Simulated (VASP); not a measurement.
# Fe (P6_3/mmc) in VASP: further runs

The runs below take Fe through single point, relaxation of cell and atoms, with PBEsol, PBE.

Program: VASP 6.6.1. These are calculated values, not measurements. Logs are shortened: lines on timing, memory, paths and dates and some standing lists are left out, and cuts for length are marked.

### 1 The cell of the first run

It takes space group P6_3/mmc (No. 194, hexagonal). Conventional cell: a = 2.427 Å, b = 2.427 Å, c = 3.845 Å, α = 90.00°, β = 90.00°, γ = 120.00°. Fe (site symmetry -6m2) has 12 Fe at 2.38 to 2.43 Å within 3.1 Å.

### 2 Single point, PBEsol, collinear spin, ferromagnetic start

INCAR reads:

```
SYSTEM = Fe
PREC = Accurate ; ENCUT = 520
EDIFF = 1E-6 ; ISMEAR = -1
SIGMA = 0.05 ; LREAL = .FALSE.
LASPH = .TRUE. ; NELM = 150
ALGO = Normal ; ISIF = 2
LWAVE = .FALSE. ; LCHARG = .FALSE.
ISPIN = 2 ; MAGMOM = 3 3
LORBIT = 11 ; LMAXMIX = 4
GGA = PS ; NBANDS = 19
```

KPOINTS reads:

```
regular mesh
0
G
  12 12 7
  0 0 0
```

POSCAR reads:

```
Fe
1.0
    2.4274096359      0.0000000000      0.0000000000
   -1.2137048180      2.1021984101      0.0000000000
    0.0000000000      0.0000000000      3.8454761648
Fe
2
Direct
    0.6666666667      0.3333333333      0.7500000000
    0.3333333333      0.6666666667      0.2500000000
```

Potentials or basis: VASP PAW PBE potentials, release 64 (Fe).

Command:

```console
cat potpaw_PBE.64/Fe/POTCAR > POTCAR
mpirun -np 1 vasp_std > vasp.out
```

OUTCAR:

```text
SYSTEM = Fe
   PREC = Accurate
   ENCUT = 520
   EDIFF = 1E-6
   ISMEAR = -1
   LREAL = .FALSE.
   LASPH = .TRUE.
   NELM = 150
   ISIF = 2
   ISPIN = 2
   LORBIT = 11
   GGA = PS

 ion  position               nearest neighbor table
   1  0.667  0.333  0.750-   2 2.38   2 2.38   2 2.38   2 2.38   2 2.38   2 2.38
   2  0.333  0.667  0.250-   1 2.38   1 2.38   1 2.38   1 2.38   1 2.38   1 2.38

  LATTYP: Found a hexagonal cell.
 ALAT       =     2.4274096359
 C/A-ratio  =     1.5841892147

  Lattice vectors:

 A1 = (   2.4274096359,   0.0000000000,   0.0000000000)
 A2 = (  -1.2137048180,   2.1021984101,   0.0000000000)
 A3 = (   0.0000000000,   0.0000000000,   3.8454761648)

Analysis of symmetry for initial positions (statically):
=====================================================================
 Subroutine PRICEL returns:
 Original cell was already a primitive cell.

 Routine SETGRP: Setting up the symmetry group for a
 hexagonal supercell.

 Subroutine GETGRP returns: Found 24 space group operations
 (whereof 12 operations were pure point group operations)
 out of a pool of 24 trial point group operations.

The static configuration has the point symmetry D_3d.
 The point group associated with its full space group is D_6h.

Analysis of symmetry for dynamics (positions and initial velocities):
=====================================================================
 Subroutine PRICEL returns:
 Original cell was already a primitive cell.

 Routine SETGRP: Setting up the symmetry group for a
 hexagonal supercell.

 Subroutine GETGRP returns: Found 24 space group operations
 (whereof 12 operations were pure point group operations)
 out of a pool of 24 trial point group operations.

The dynamic configuration has the point symmetry D_3d.
 The point group associated with its full space group is D_6h.

Analysis of structural, dynamic, and magnetic symmetry:
=====================================================================
 Subroutine PRICEL returns:
 Original cell was already a primitive cell.

 Routine SETGRP: Setting up the symmetry group for a
 hexagonal supercell.

 Subroutine GETGRP returns: Found 24 space group operations
 (whereof 12 operations were pure point group operations)
 out of a pool of 24 trial point group operations.

The overall configuration has the point symmetry D_3d.
 The point group associated with its full space group is D_6h.

 Subroutine INISYM returns: Found 24 space group operations
 (whereof 12 operations are pure point group operations),
 and found     1 'primitive' translations

----------------------------------------------------------------------------------------

                                     Primitive cell

  volume of cell :      19.6231

  direct lattice vectors                    reciprocal lattice vectors
     2.427409636  0.000000000  0.000000000     0.411961782  0.237846246  0.000000000
    -1.213704818  2.102198410  0.000000000     0.000000000  0.475692492  0.000000000
     0.000000000  0.000000000  3.845476165     0.000000000  0.000000000  0.260045819

  length of vectors
     2.427409636  2.427409636  3.845476165     0.475692492  0.475692492  0.260045819

  position of ions in fractional coordinates (direct lattice)
     0.666666667  0.333333333  0.750000000
     0.333333333  0.666666667  0.250000000

  ion indices of the primitive-cell ions
   primitive index   ion index
                 1           1
                 2           2

----------------------------------------------------------------------------------------

 KPOINTS: regular mesh

Automatic generation of k-mesh.
 Grid dimensions read from file:
 generate k-points for:   12   12    7

 Generating k-lattice:

  Cartesian coordinates                     Fractional coordinates (reciprocal lattice)
     0.034330149  0.019820520  0.000000000     0.083333333  0.000000000  0.000000000
     0.000000000  0.039641041  0.000000000     0.000000000  0.083333333  0.000000000
     0.000000000  0.000000000  0.037149403     0.000000000  0.000000000  0.142857143

  Length of vectors
     0.039641041  0.039641041  0.037149403

  Shift w.r.t. Gamma in fractional coordinates (k-lattice)
     0.000000000  0.000000000  0.000000000

 Subroutine IBZKPT returns following result:
 ===========================================

 Found     76 irreducible k-points:

 Following reciprocal coordinates:
            Coordinates               Weight
  0.000000  0.000000  0.000000      1.000000
  0.083333 -0.000000  0.000000      6.000000
  0.166667  0.000000  0.000000      6.000000
  0.250000  0.000000  0.000000      6.000000
  0.333333  0.000000  0.000000      6.000000
  0.416667 -0.000000  0.000000      6.000000
[... 16 lines left out ...]
  0.250000  0.000000  0.142857     12.000000
  0.333333  0.000000  0.142857     12.000000
 [... further k-points ...]
   k-points           NKPTS =     76   k-points in BZ     NKDIM =     76   number of bands    NBANDS=     19
   number of dos      NEDOS =    301   number of ions     NIONS =      2
   total plane-waves  NPLWV =   9720
   dimension x,y,z NGX =    18 NGY =   18 NGZ =   30
   dimension x,y,z NGXF=    36 NGYF=   36 NGZF=   60
   ions per type =               2
   NGX,Y,Z   is equivalent  to a cutoff of  12.33, 12.33, 12.97 a.u.
   NGXF,Y,Z  is equivalent  to a cutoff of  24.66, 24.66, 25.94 a.u.
 SYSTEM =  Fe
   PREC   = accura    normal or accurate (medium, high low for compatibility)
   ISTART =      0    job   : 0-new  1-cont  2-samecut
   ICHARG =      2    charge: 1-file 2-atom 10-const
   ISPIN  =      2    spin polarized calculation?
   LNONCOLLINEAR =      F non collinear calculations
   LSORBIT =      F    spin-orbit coupling
   LASPH  =      T    aspherical Exc in radial PAW
   ENCUT  =  520.0 eV  38.22 Ry    6.18 a.u.   4.51  4.51  7.15*2*pi/ulx,y,z
   NELM   =    150;   NELMIN=  2; NELMDL= -5     # of ELM steps
   EDIFF  = 0.1E-05   stopping-criterion for ELM
   LREAL  =      F    real-space projection
   EDIFFG = 0.1E-04   stopping-criterion for IOM
   NSW    =      0    number of steps for IOM
   IBRION =     -1    ionic relax: 0-MD 1-quasi-New 2-CG
   NFREE  =      0    steps in history (QN), initial steepest desc. (CG)
   ISIF   =      2    stress and relaxation
   ISYM   =      2    0-nonsym 1-usesym 2-fastsym
   POTIM  = 0.5000    time-step for ionic-motion
   TEBEG  =    0.0;   TEEND  =   0.0 temperature during run
   PSTRESS=    0.0 pullay stress
   NELECT =      16.0000    total number of electrons
   NUPDOWN=      -1.0000    fix difference up-down
   EMIN   =  10.00;   EMAX   =-10.00  energy-range for DOS
   EFERMI =   0.00;   METHOD = LEGACY
   ISMEAR =    -1;   SIGMA  =   0.05  broadening in eV -4-tet -1-fermi 0-gaus
   EFERMI_NEDOS =   21; number of points for ismear=-14 and -15
   IALGO  =     38    algorithm
   IMIX   =      4    mixing-type and parameters
     AMIX     =   0.40;   BMIX     =  1.00
     AMIX_MAG =   1.60;   BMIX_MAG =  1.00
  volume/ion in A,a.u.               =       9.81        66.21
  Fermi-wavevector in a.u.,A,eV,Ry     =   1.529417  2.890179 31.825602  2.339116
  Thomas-Fermi vector in A             =   2.637041
   LORBIT       =     11    0 simple, 1 ext, 2 COOP (PROOUT), +10 PAW based schemes
   GGA     = PS    functional components
   LHFCALC =     F    Hartree Fock is set to
   AEXX    =    0.0000 exact exchange contribution
   IVDW    =     0    specifies the selected vdW correction
   LEPSILON=     F    determine dielectric tensor
   LRPA    =     F    only Hartree local field effects (RPA)
 spin polarized calculation
  energy-cutoff  :      520.00
  volume of cell :       19.62
 maximum number of plane-waves:       543
   NGX =  9   NGY =  9   NGZ = 15

 number of electron      16.0000008 magnetization      -0.0011299

 number of electron      16.0000008 magnetization       0.0001839

 Free energy of the ion-electron system (eV)
  ---------------------------------------------------
  ext. energy  EPLUGINS =         0.00000000
  ---------------------------------------------------
  free energy    TOTEN  =       -17.88386893 eV

  energy without entropy =      -17.86461899  energy(sigma->0) =      -17.87424396

 E-fermi :   7.2071     XC(G=0): -14.1750

 val. band max:        7.2041591758   @ k =   0.3333   0.2500   0.2857
 cond. band min:       7.2311158512   @ k =   0.4167   0.0833   0.4286
 fundamental gap:      0.0269566754
 Fermi energy:         7.2070808904

 spin component 1

 k-point     1 :       0.0000    0.0000    0.0000
  band No.  band energies     occupation
      1      -2.0002      1.00000
      2       1.9915      1.00000
      3       5.4316      1.00000
      4       5.4316      1.00000
      5       5.5541      1.00000
      6       5.9248      1.00000
[... 11 lines left out ...]
     18      34.0461      0.00000
     19      34.9541      0.00000
[... 485 lines left out ...]
 k-point    24 :       0.3333    0.0000    0.1429
  band No.  band energies     occupation
      1       1.4394      1.00000
      2       2.9101      1.00000
      3       3.3945      1.00000
      4       4.3541      1.00000
      5       5.4665      1.00000
      6       5.4997      1.00000
[... 11 lines left out ...]
     18      31.5039      0.00000
     19      33.2134      0.00000

 [... further k-points ...]

 spin component 2

 k-point     1 :       0.0000    0.0000    0.0000
  band No.  band energies     occupation
      1      -2.0003      1.00000
      2       1.9910      1.00000
      3       5.4313      1.00000
      4       5.4313      1.00000
      5       5.5535      1.00000
      6       5.9245      1.00000
[... 11 lines left out ...]
     18      34.0460      0.00000
     19      34.9540      0.00000
[... 485 lines left out ...]
 k-point    24 :       0.3333    0.0000    0.1429
  band No.  band energies     occupation
      1       1.4392      1.00000
      2       2.9098      1.00000
      3       3.3945      1.00000
      4       4.3538      1.00000
      5       5.4666      1.00000
      6       5.4993      1.00000
[... 11 lines left out ...]
     18      31.5035      0.00000
     19      33.2133      0.00000

 [... further k-points ...]
[... 5 lines left out ...]
  --------------------------------------------------------------------------------------
  -------------------------------------------------------------------------------------
  Total       -0.0517485     -0.0517485     -0.0615015      0.0000000      0.0000000      0.0000000
  in kB       -4.2251435     -4.2251435     -5.0214521      0.0000000      0.0000000      0.0000000
  external PRESSURE =      -4.4905797 kB  Pullay stress =       0.0000000 kB

 VOLUME and BASIS-vectors are now :
 -----------------------------------------------------------------------------
  energy-cutoff  :      520.00
  volume of cell :       19.62
      direct lattice vectors                 reciprocal lattice vectors
     2.427409636  0.000000000  0.000000000     0.411961782  0.237846246  0.000000000
    -1.213704818  2.102198410  0.000000000     0.000000000  0.475692492  0.000000000
     0.000000000  0.000000000  3.845476165     0.000000000  0.000000000  0.260045819

 POSITION                                       TOTAL-FORCE (eV/Angst)
 -----------------------------------------------------------------------------------
      1.21370      0.70073      2.88411         0.000000     -0.000000      0.000000
     -0.00000      1.40147      0.96137        -0.000000      0.000000      0.000000
 -----------------------------------------------------------------------------------
    total drift:                                0.000000     -0.000000     -0.000000

  FREE ENERGIE OF THE ION-ELECTRON SYSTEM (eV)
  ---------------------------------------------------
  free  energy   TOTEN  =       -17.8838689309 eV

  energy  without entropy=      -17.8646189927  energy(sigma->0) =      -17.87424396

 total charge

# of ion       s       p       d       tot
------------------------------------------
    1        0.558   0.680   6.379   7.617
    2        0.558   0.680   6.379   7.617
--------------------------------------------------
tot          1.116   1.360  12.758  15.234

 magnetization (x)

# of ion       s       p       d       tot
------------------------------------------
    1        0.000  -0.000  -0.000  -0.000
    2        0.000  -0.000  -0.000  -0.000
--------------------------------------------------
tot          0.000  -0.000  -0.000  -0.000
```

It took 44 s on 1 thread of Intel Xeon Platinum 8375C at 2.90GHz (Ice Lake), shared host; peak memory 0.16 GiB.

Results:

| Property | Result |
| --- | --- |
| Free energy | -17.8839 eV |
| Pressure | -0.4 GPa |
| Band gap on the k mesh | zero (filled and empty bands overlap) |
| Net moment | 0.00 μB per cell |
| Valence electrons inside the program's atomic spheres | Fe 7.62 |

Levels at points of the mesh, in eV from the Fermi level:
Spin up:
```csv
k point,band 4,band 5,band 6,band 7,band 8,band 9,band 10,band 11,band 12,band 13
"(0.00, 0.00, 0.00)",-1.78,-1.65,-1.28,-1.28,-0.90,-0.90,0.47,0.74,0.74,9.09
"(0.50, 0.00, 0.00)",-2.17,-2.08,-1.64,-1.16,0.85,1.09,1.12,2.79,5.01,11.55
```
Spin down:
```
           k point  band 5  band 6  band 7  band 8  band 9  band 10  band 11  band 12
(0.00, 0.00, 0.00)   -1.65   -1.28   -1.28   -0.90   -0.90     0.47     0.74     0.74
(0.50, 0.00, 0.00)   -2.08   -1.64   -1.16    0.85    1.09     1.12     2.79     5.01
```

Caveat: the starting moments collapsed, and a magnetic state may lie lower; the PAW data sets were made with another functional, which shifts forces and pressure a little.

### 3 Single point, PBE, collinear spin, ferromagnetic start

This run uses another cell than the first one, of 10.20 Å³/atom, 1.039 times its volume.

INCAR reads:

```
SYSTEM = Fe
PREC = Accurate
ENCUT = 520
EDIFF = 1E-6
ISMEAR = -1
SIGMA = 0.05
LREAL = .FALSE.
LASPH = .TRUE.
NELM = 150
ALGO = Normal
ISIF = 2
LWAVE = .FALSE.
LCHARG = .FALSE.
ISPIN = 2
MAGMOM = 3 3
LORBIT = 11
LMAXMIX = 4
GGA = PE
NBANDS = 19
```

KPOINTS is that of step 2.

POSCAR reads:

```
Fe
1.0
    2.4588914889      0.0000000000      0.0000000000
   -1.2294457445      2.1294624945      0.0000000000
    0.0000000000      0.0000000000      3.8947681360
Fe
2
Direct
    0.6666666667      0.3333333333      0.7500000000
    0.3333333333      0.6666666667      0.2500000000
```

Potentials or basis: VASP PAW PBE potentials, release 64 (Fe).

Command:

```console
cat potpaw_PBE.64/Fe/POTCAR > POTCAR
mpirun -np 1 vasp_std > vasp.out
```

It took 49 s on 1 thread of Intel Xeon Platinum 8375C at 2.90GHz (Ice Lake), shared host; peak memory 0.17 GiB.

Results (log left out):

```yaml
Free_energy: -16.3208 eV
Pressure: -0.6 GPa
Band_gap_on_the_k_mesh: zero (filled and empty bands overlap)
Net_moment: 0.00 μB per cell
Valence_electrons_inside_the_program's_atomic_spheres: Fe 7.51
```

Levels at points of the mesh, in eV from the Fermi level:
Spin up:
| k point | band 5 | band 6 | band 7 | band 8 | band 9 | band 10 | band 11 | band 12 |
| --- | --- | --- | --- | --- | --- | --- | --- | --- |
| (0.00, 0.00, 0.00) | -1.55 | -1.20 | -1.20 | -0.85 | -0.85 | 0.49 | 0.69 | 0.69 |
| (0.50, 0.00, 0.00) | -1.96 | -1.54 | -1.09 | 0.80 | 1.02 | 1.05 | 2.66 | 4.81 |
Spin down:
```tsv
k point	band 5	band 6	band 7	band 8	band 9	band 10	band 11	band 12
(0.00, 0.00, 0.00)	-1.55	-1.21	-1.21	-0.85	-0.85	0.49	0.69	0.69
(0.50, 0.00, 0.00)	-1.96	-1.55	-1.09	0.80	1.02	1.05	2.66	4.80
```

Caveat: the starting moments collapsed, and a magnetic state may lie lower.

(Part 1 of 2 ends here.)
